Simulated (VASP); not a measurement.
The system is TiAl.

```xyz
2
Lattice="3.2001 0.0000 0.0000 0.0000 3.2001 0.0000 0.0000 0.0000 3.2001" Properties=species:S:1:pos:R:3 pbc="T T T"
Ti    0.0000    0.0000    0.0000
Al    1.6001    1.6001    1.6001
```

This cell differs from its parent crystal: volume scaled by 1.02.

Base run:

| Property | Result |
| --- | --- |
| Program | VASP 6.6.1 |
| Functional | PBEsol |
| Potentials or basis | VASP PAW PBE potentials, release 64 (Ti_sv, Al) |
| Cutoff | 520 eV |
| k mesh | 8 × 8 × 8 |
| Occupations | fermi-dirac, width 0.05 eV |
| Spin | no spin polarisation |

Its results: pressure -4.4 GPa.

Problem. The run is repeated on the same cell with these changes: functional from PBEsol to r2SCAN; further incar settings from ALGO = Normal; EDIFF = 1e-07; NBANDS = 14 to ALGO = Normal; EDIFF = 1e-06; NBANDS = 14. What comes out?

Solution. Pressure -2.8 GPa.

Caveats: the PAW data sets were made with another functional, which shifts forces and pressure a little.
